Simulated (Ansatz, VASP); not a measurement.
## Two plane-wave programs on BN

```
B N
1.0
     2.54395    0.00000    0.00000
    -1.27198    2.20313    0.00000
     0.00000    0.00000    4.20782
B N
2 2
Direct
  0.33333 0.66667 0.00020
  0.66667 0.33333 0.50020
  0.33333 0.66667 0.37480
  0.66667 0.33333 0.87480
```

Alike in both runs: task single point; functional PBE; k mesh 12 × 12 × 6; occupations fermi-dirac, width 0.02 eV; no spin polarisation.

```csv
,VASP,Ansatz
version,VASP 6.6.1,Ansatz 0.2.0
potentials or method,"VASP PAW PBE potentials, release 64 (B, N)","plane waves, PAW"
plane-wave cutoff (eV),520,420
valence electrons in the cell,16,16
```

Ansatz gave:

- gap on the k mesh at the Fermi level (eV): 5.21
- pressure (GPa): 4.7
- traceless stress, the component that is largest in VASP (GPa): -0.07
- rms of the force components (eV/Å): 0.004

Task: What did VASP give for the same quantities?

Result: gap on the k mesh at the Fermi level (eV): 5.19; pressure (GPa): 4.9; traceless stress, the component that is largest in VASP (GPa): -0.11; rms of the force components (eV/Å): 0.005.

Atom by atom the forces differ by 0.001 eV/Å (rms over components).
